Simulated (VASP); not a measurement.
Set up this calculation in VASP 6.6.1, as the native input.

```yaml
Task: single point
Functional: RPBE
Potentials_or_basis: VASP PAW PBE potentials, release 64 (Cr_pv)
Cutoff: 520 eV
k_mesh: 25 × 25 × 25
Occupations: fermi-dirac, width 0.1 eV
Spin: no spin polarisation
Dipole_correction: no
Further_INCAR_settings: ALGO = Normal; EDIFF = 1e-06; NBANDS = 12
```

The structure of Cr lies in POSCAR:

```
Cr
1.0
   -1.4341531874      1.4341531874      1.4341531874
    1.4341531874     -1.4341531874      1.4341531874
    1.4341531874      1.4341531874     -1.4341531874
Cr
1
Direct
    0.0000000000      0.0000000000      0.0000000000
```

The input as run:

INCAR

```
PREC = Accurate
ENCUT = 520
EDIFF = 1E-6
ISMEAR = -1
SIGMA = 0.1
LREAL = F
LASPH = T
NELM = 80
ALGO = Normal
ISIF = 2
LWAVE = F
LCHARG = F
GGA = RP
NBANDS = 12
```

KPOINTS

```
regular mesh
0
Gamma
  25 25 25
```

Potentials or basis: VASP PAW PBE potentials, release 64 (Cr_pv).

Command:

```bash
$ cat potpaw_PBE.64/Cr_pv/POTCAR > POTCAR
$ mpirun -np 1 vasp_std > vasp.out
```

It gave:

```yaml
Pressure: -0.4 GPa
Band_gap_on_the_k_mesh: zero (band 6 reaches 13.10 eV, above the bottom of band 7 at 9.90 eV)
```

Caveat: the PAW data sets were made with another functional, which shifts forces and pressure a little; the run has no spin polarisation, though such a crystal can be magnetic.

Run time: 24 s on 1 thread of Intel(R) Xeon(R) 6975P-C (Granite Rapids) (shared host), peak memory 0.16 GiB.
